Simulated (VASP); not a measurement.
# O (C2/m) in VASP: further runs

The runs below take O through single point, with PBE.

Everything below comes from runs of VASP 6.6.1. Logs are shortened: lines on timing, memory, paths and dates and some standing lists are left out, and cuts for length are marked.

**1. The cell of the first run**

Symmetry: C2/m, No. 12, monoclinic system. The conventional cell has a = 5.703 Å, b = 3.325 Å, c = 4.363 Å, α = 90.00°, β = 123.29°, γ = 90.00°. Within 1.6 Å of O (site symmetry m) lie 1 O at 1.22 Å.

**2. Single point, PBE, collinear spin, antiferromagnetic start**

Input file INCAR:

```
PREC = Accurate
ENCUT = 520
EDIFF = 1E-6
ISMEAR = -1
SIGMA = 0.05
LREAL = F
LASPH = T
NELM = 150
ALGO = Normal
ISIF = 2
LWAVE = F
LCHARG = T
ISPIN = 2
MAGMOM = 0.6 -0.6 -0.6 0.6
LORBIT = 11
GGA = PE
LELF = T
LVHAR = T
NBANDS = 24
```

Input file KPOINTS:

```
regular mesh
0
Gamma
  8 8 5
```

Input file POSCAR:

```
O
1.0
    0.4569114499     -1.6624159400      3.6470501824
    0.0000000000     -3.3248318800      0.0000000000
    5.7028057066      0.0000000000      0.0000000000
O
4
Direct
    0.1555740200      0.9222129900      0.9476668200
    0.1555740200      0.4222129900      0.4476668200
    0.8444259800      0.5777870100      0.5523331800
    0.8444259800      0.0777870100      0.0523331800
```

Potentials or basis: VASP PAW PBE potentials, release 64 (O).

On the command line:

```sh
$ cat potpaw_PBE.64/O/POTCAR > POTCAR
$ mpirun -np 1 vasp_std > vasp.out
```

OUTCAR:

```text
PREC = Accurate
   ENCUT = 520
   EDIFF = 1E-6
   ISMEAR = -1
   LREAL = F
   LASPH = T
   NELM = 150
   ISIF = 2
   ISPIN = 2
   LORBIT = 11
   GGA = PE

 ion  position               nearest neighbor table
   1  0.156  0.922  0.948-   4 1.22
   2  0.156  0.422  0.448-   3 1.22
   3  0.844  0.578  0.552-   2 1.22
   4  0.844  0.078  0.052-   1 1.22

  LATTYP: Found a base centered monoclinic cell.
 ALAT       =     7.3511204877
 B/A-ratio  =     0.4522891287
 C/A-ratio  =     0.7757736683
 COS(beta)  =    -0.1243106954

  Lattice vectors:

 A1 = (  -0.4569114499,  -1.6624159400,  -3.6470501824)
 A2 = (  -0.4569114499,   1.6624159400,  -3.6470501824)
 A3 = (   5.7028057066,   0.0000000000,   0.0000000000)

Analysis of symmetry for initial positions (statically):
=====================================================================
 Subroutine PRICEL returns following result:

  LATTYP: Found a base centered monoclinic cell.
 ALAT       =     5.7028057066
 B/A-ratio  =     0.5830168607
 C/A-ratio  =     0.7650377976
 COS(beta)  =    -0.5488350190

  Lattice vectors:
[... 7 lines left out ...]
 Routine SETGRP: Setting up the symmetry group for a
 base centered monoclinic supercell.

 Subroutine GETGRP returns: Found  4 space group operations
 (whereof  4 operations were pure point group operations)
 out of a pool of  4 trial point group operations.

The static configuration has the point symmetry C_2h.

Analysis of symmetry for dynamics (positions and initial velocities):
=====================================================================
 Subroutine PRICEL returns following result:

  LATTYP: Found a base centered monoclinic cell.
 ALAT       =     5.7028057066
 B/A-ratio  =     0.5830168607
 C/A-ratio  =     0.7650377976
 COS(beta)  =    -0.5488350190

  Lattice vectors:
[... 7 lines left out ...]
 Routine SETGRP: Setting up the symmetry group for a
 base centered monoclinic supercell.

 Subroutine GETGRP returns: Found  4 space group operations
 (whereof  4 operations were pure point group operations)
 out of a pool of  4 trial point group operations.

The dynamic configuration has the point symmetry C_2h.

Analysis of structural, dynamic, and magnetic symmetry:
=====================================================================
 Subroutine PRICEL returns following result:

  LATTYP: Found a base centered monoclinic cell.
 ALAT       =     5.7028057066
 B/A-ratio  =     0.5830168607
 C/A-ratio  =     0.7650377976
 COS(beta)  =    -0.5488350190

  Lattice vectors:
[... 7 lines left out ...]
 Routine SETGRP: Setting up the symmetry group for a
 base centered monoclinic supercell.

 Subroutine GETGRP returns: Found  4 space group operations
 (whereof  4 operations were pure point group operations)
 out of a pool of  4 trial point group operations.

The overall configuration has the point symmetry C_2h.

 Subroutine INISYM returns: Found  4 space group operations
 (whereof  4 operations are pure point group operations),
 and found     2 'primitive' translations

----------------------------------------------------------------------------------------

                                     Primitive cell

  volume of cell :      34.5756

  direct lattice vectors                    reciprocal lattice vectors
    -2.851402853 -1.662415940  0.000000000    -0.175352283 -0.300767087 -0.115128532
    -2.851402853  1.662415940  0.000000000    -0.175352283  0.300767087 -0.115128532
     2.394491403  0.000000000 -3.647050182     0.000000000  0.000000000 -0.274194198

  length of vectors
     3.300624939  3.300624939  4.362861918     0.366693118  0.366693118  0.274194198

  position of ions in fractional coordinates (direct lattice)
     0.974546170  0.974546170  0.844425980
     0.025453830  0.025453830  0.155574020

  ion indices of the primitive-cell ions
   primitive index   ion index
                 1           1
                 2           4

----------------------------------------------------------------------------------------

 KPOINTS: regular mesh

Automatic generation of k-mesh.
 Grid dimensions read from file:
 generate k-points for:    8    8    5

 Generating k-lattice:

  Cartesian coordinates                     Fractional coordinates (reciprocal lattice)
     0.000000000  0.000000000  0.034274275     0.125000000  0.000000000  0.000000000
     0.000000000 -0.037595886 -0.017137137     0.000000000  0.125000000  0.000000000
     0.035070457  0.000000000 -0.004393713     0.000000000  0.000000000  0.200000000

  Length of vectors
     0.034274275  0.041317455  0.035344613

  Shift w.r.t. Gamma in fractional coordinates (k-lattice)
     0.000000000  0.000000000  0.000000000

 Subroutine IBZKPT returns following result:
 ===========================================

 Found     93 irreducible k-points:

 Following reciprocal coordinates:
            Coordinates               Weight
  0.000000  0.000000  0.000000      1.000000
  0.125000  0.000000  0.000000      2.000000
  0.250000  0.000000  0.000000      2.000000
  0.375000  0.000000  0.000000      2.000000
  0.500000  0.000000  0.000000      1.000000
  0.000000  0.125000  0.000000      4.000000
[... 16 lines left out ...]
  0.125000  0.000000  0.200000      2.000000
  0.250000  0.000000  0.200000      2.000000
 [... further k-points ...]
   k-points           NKPTS =     93   k-points in BZ     NKDIM =     93   number of bands    NBANDS=     24
   number of dos      NEDOS =    301   number of ions     NIONS =      4
   total plane-waves  NPLWV =  35280
   dimension x,y,z NGX =    30 NGY =   28 NGZ =   42
   dimension x,y,z NGXF=    60 NGYF=   56 NGZF=   84
   ions per type =               4
   NGX,Y,Z   is equivalent  to a cutoff of  12.36, 14.00, 12.24 a.u.
   NGXF,Y,Z  is equivalent  to a cutoff of  24.73, 28.00, 24.49 a.u.
 SYSTEM =  unknown system
   PREC   = accura    normal or accurate (medium, high low for compatibility)
   ISTART =      0    job   : 0-new  1-cont  2-samecut
   ICHARG =      2    charge: 1-file 2-atom 10-const
   ISPIN  =      2    spin polarized calculation?
   LNONCOLLINEAR =      F non collinear calculations
   LSORBIT =      F    spin-orbit coupling
   LASPH  =      T    aspherical Exc in radial PAW
   ENCUT  =  520.0 eV  38.22 Ry    6.18 a.u.   7.50  6.18 10.60*2*pi/ulx,y,z
   NELM   =    150;   NELMIN=  2; NELMDL= -5     # of ELM steps
   EDIFF  = 0.1E-05   stopping-criterion for ELM
   LREAL  =      F    real-space projection
[... 7 lines left out ...]
   TEBEG  =    0.0;   TEEND  =   0.0 temperature during run
   PSTRESS=    0.0 pullay stress
   NELECT =      24.0000    total number of electrons
   NUPDOWN=      -1.0000    fix difference up-down
   EMIN   =  10.00;   EMAX   =-10.00  energy-range for DOS
   EFERMI =   0.00;   METHOD = LEGACY
   ISMEAR =    -1;   SIGMA  =   0.05  broadening in eV -4-tet -1-fermi 0-gaus
   EFERMI_NEDOS =   21; number of points for ismear=-14 and -15
   IALGO  =     38    algorithm
   IMIX   =      4    mixing-type and parameters
     AMIX     =   0.40;   BMIX     =  1.00
     AMIX_MAG =   1.60;   BMIX_MAG =  1.00
  volume/ion in A,a.u.               =      17.29       116.66
  Fermi-wavevector in a.u.,A,eV,Ry     =   1.150479  2.174089 18.008688  1.323601
  Thomas-Fermi vector in A             =   2.287142
   LORBIT       =     11    0 simple, 1 ext, 2 COOP (PROOUT), +10 PAW based schemes
   GGA     = PE    functional components
   LHFCALC =     F    Hartree Fock is set to
   AEXX    =    0.0000 exact exchange contribution
   IVDW    =     0    specifies the selected vdW correction
   LEPSILON=     F    determine dielectric tensor
   LRPA    =     F    only Hartree local field effects (RPA)
 spin polarized calculation
  energy-cutoff  :      520.00
  volume of cell :       69.15
 maximum number of plane-waves:      1891
 NGX is ok and might be reduce to    30
   NGX = 15   NGY = 13   NGZ = 21

 number of electron      24.0000007 magnetization      -0.0000000

 number of electron      24.0000007 magnetization       0.0000000

 Free energy of the ion-electron system (eV)
  ---------------------------------------------------
  ext. energy  EPLUGINS =         0.00000000
  ---------------------------------------------------
  free energy    TOTEN  =       -19.72085435 eV

  energy without entropy =      -19.72085428  energy(sigma->0) =      -19.72085432

 E-fermi :  -1.6418     XC(G=0):  -7.3804

 val. band max:       -2.3927182596   @ k =   0.5000   0.0000   0.4000
 cond. band min:      -0.8826503886   @ k =  -0.0000   0.5000   0.4000
 fundamental gap:      1.5100678710
 Fermi energy:        -1.6417686656

 spin component 1

 k-point     1 :       0.0000    0.0000    0.0000
  band No.  band energies     occupation
      1     -28.6150      1.00000
      2     -27.4080      1.00000
      3     -16.3294      1.00000
      4     -14.5211      1.00000
      5      -9.6645      1.00000
      6      -9.3087      1.00000
[... 637 lines left out ...]
     23      15.9199      0.00000
     24      15.9427      0.00000

 [... further k-points ...]

 spin component 2

 k-point     1 :       0.0000    0.0000    0.0000
  band No.  band energies     occupation
      1     -28.6150      1.00000
      2     -27.4080      1.00000
      3     -16.3294      1.00000
      4     -14.5211      1.00000
      5      -9.6645      1.00000
      6      -9.3087      1.00000
[... 637 lines left out ...]
     23      15.9199      0.00000
     24      15.9427      0.00000

 [... further k-points ...]

------------------------ aborting loop because EDIFF is reached ----------------------------------------

  FORCE on cell =-STRESS in cart. coord.  units (eV):
  Direction    XX          YY          ZZ          XY          YZ          ZX
  --------------------------------------------------------------------------------------
  -------------------------------------------------------------------------------------
  Total        0.6316032      0.5267129      1.9505505      0.0000000      0.0000000     -0.4216468
  in kB       14.6337246     12.2035038     45.1926459      0.0000000      0.0000000     -9.7692094
  external PRESSURE =      24.0099581 kB  Pullay stress =       0.0000000 kB

 VOLUME and BASIS-vectors are now :
 -----------------------------------------------------------------------------
  energy-cutoff  :      520.00
  volume of cell :       69.15
      direct lattice vectors                 reciprocal lattice vectors
     0.456911450 -1.662415940  3.647050182     0.000000000  0.000000000  0.274194198
     0.000000000 -3.324831880  0.000000000     0.000000000 -0.300767087 -0.137097099
     5.702805707  0.000000000  0.000000000     0.175352283  0.000000000 -0.021968567

 POSITION                                       TOTAL-FORCE (eV/Angst)
 -----------------------------------------------------------------------------------
      5.47544     -3.32483      0.56739        -0.214631      0.000000      0.709816
      2.62404     -1.66242      0.56739        -0.214631      0.000000      0.709816
      3.53568     -3.32483      3.07966         0.214631     -0.000000     -0.709816
      0.68427     -1.66242      3.07966         0.214631     -0.000000     -0.709816
 -----------------------------------------------------------------------------------
    total drift:                               -0.000000     -0.000000     -0.000000

  FREE ENERGIE OF THE ION-ELECTRON SYSTEM (eV)
  ---------------------------------------------------
  free  energy   TOTEN  =       -19.7208543501 eV

  energy  without entropy=      -19.7208542818  energy(sigma->0) =      -19.72085432

 total charge

# of ion       s       p       d       tot
------------------------------------------
    1        1.612   3.294   0.000   4.906
    2        1.612   3.294   0.000   4.906
    3        1.612   3.294   0.000   4.906
    4        1.612   3.294   0.000   4.906
--------------------------------------------------
tot          6.450  13.175   0.000  19.625

 magnetization (x)

# of ion       s       p       d       tot
------------------------------------------
    1        0.010   0.797   0.000   0.808
    2       -0.010  -0.797   0.000  -0.808
    3       -0.010  -0.797   0.000  -0.808
    4        0.010   0.797   0.000   0.808
--------------------------------------------------
tot          0.000  -0.000   0.000  -0.000
```

Wall time 8 min (1 thread of Intel Xeon 8259CL, shared host); peak memory 0.33 GiB.

What came out:

```yaml
Free_energy: -19.7209 eV
Pressure: 2.4 GPa
Largest_force: 0.742 eV/Å
Band_gap_on_the_k_mesh: 1.51 eV
Net_moment: 0.00 μB per cell
Site_moments: O +0.81, -0.81 (each value once) μB
Valence_electrons_inside_the_program's_atomic_spheres: O 4.91
```

Forces on the atoms (eV/Å):
```
O   -0.215  0.000  0.710
O   -0.215  0.000  0.710
O    0.215  0.000 -0.710
O    0.215  0.000 -0.710
```

Levels at points of the mesh, in eV from the valence-band top:
Spin up:
| k point | band 9 | band 10 | band 11 | band 12 | band 13 | band 14 | band 15 | band 16 |
| --- | --- | --- | --- | --- | --- | --- | --- | --- |
| (0.00, 0.00, 0.00) | -4.84 | -4.56 | -0.51 | -0.21 | 1.75 | 2.15 | 7.34 | 8.72 |
| (0.50, 0.00, 0.00) | -4.97 | -4.67 | -0.27 | 0.00 | 2.04 | 2.41 | 7.47 | 8.90 |
| (0.00, 0.50, 0.00) | -5.36 | -4.92 | -0.69 | -0.18 | 1.51 | 2.17 | 9.29 | 9.99 |
Spin down:
```
           k point  band 9  band 10  band 11  band 12  band 13  band 14  band 15  band 16
(0.00, 0.00, 0.00)   -4.84    -4.56    -0.51    -0.21     1.75     2.15     7.34     8.72
(0.50, 0.00, 0.00)   -4.97    -4.67    -0.27     0.00     2.04     2.41     7.47     8.90
(0.00, 0.50, 0.00)   -5.36    -4.92    -0.69    -0.18     1.51     2.17     9.29     9.99
```

Caveat: the standard files for N, O and F lose accuracy on very short bonds; this functional lacks dispersion, which holds the molecules together, so the pressure and a relaxed volume are unreliable.

**3. Single point, PBE, collinear spin, antiferromagnetic start**

Input file INCAR:

```
SYSTEM = O
ALGO     = Normal         ! electronic algorithm
EDIFF    = 1E-7           ! SCF threshold, eV
ENCUT    = 520            ! plane-wave cutoff, eV
GGA      = PE             ! functional
ISIF     = 2              ! what is computed and relaxed
ISMEAR   = -1             ! smearing method
ISPIN    = 2              ! spin polarisation
LASPH    = .True.         ! aspherical terms in the spheres
LCHARG   = .False.        ! write CHGCAR
LORBIT   = 11             ! projections on sites
LREAL    = .False.        ! projectors in reciprocal space
LWAVE    = .False.        ! write WAVECAR
MAGMOM   = 0.6 -0.6 0.6 -0.6 ! initial moments
NBANDS   = 24             ! bands
NELM     = 150            ! most SCF steps
PREC     = Accurate       ! precision mode
SIGMA    = 0.05           ! smearing width, eV
```

Input file KPOINTS:

```
k-points
0
Gamma
  8 8 5
  0 0 0
```

POSCAR is that of step 2.

Potentials or basis: VASP PAW PBE potentials, release 64 (O).

On the command line:

```sh
$ cat potpaw_PBE.64/O/POTCAR > POTCAR
$ mpirun -np 1 vasp_std > vasp.out
```

It took 8 min on 1 thread of Intel Xeon 8259CL, shared host; peak memory 0.33 GiB.

The run converged. Its results:

- Free energy: -18.1386 eV
- Pressure: -0.2 GPa
- Largest force: 0.856 eV/Å
- Band gap on the k mesh: zero (filled and empty bands overlap)
- Net moment: 0.00 μB per cell
- Valence electrons inside the program's atomic spheres: O 4.89

Forces in eV/Å, atoms in the order of the input:
```
O   -0.163  0.000  0.840
O   -0.163  0.000  0.840
O    0.163  0.000 -0.840
O    0.163  0.000 -0.840
```

Stress tensor (GPa, compression positive):
```
 0.71  0.00 -0.82
 0.00 -3.21  0.00
-0.82  0.00  1.83
```

Levels at points of the mesh, in eV from the Fermi level:
Spin up:
```tsv
k point	band 8	band 9	band 10	band 11	band 12	band 13	band 14	band 15	band 16	band 17
(0.00, 0.00, 0.00)	-6.48	-6.26	-6.22	-0.31	-0.09	0.06	0.18	6.73	8.10	10.46
(0.50, 0.00, 0.00)	-6.60	-6.34	-6.33	-0.02	0.13	0.32	0.37	6.85	8.30	9.75
(0.00, 0.50, 0.00)	-6.95	-6.65	-6.65	-0.41	-0.41	0.15	0.15	8.95	8.95	10.53
```
Spin down:
```tsv
k point	band 10	band 11	band 12	band 13	band 14	band 15
(0.00, 0.00, 0.00)	-6.22	-0.31	-0.09	0.06	0.18	6.73
(0.50, 0.00, 0.00)	-6.33	-0.02	0.13	0.32	0.37	6.85
(0.00, 0.50, 0.00)	-6.65	-0.41	-0.41	0.15	0.15	8.95
```

Caveat: the standard files for N, O and F lose accuracy on very short bonds; the stress differs along the axes, from -3 to 2 GPa; this functional lacks dispersion, which holds the molecules together, so the pressure and a relaxed volume are unreliable.

(Part 1 of 2 ends here.)
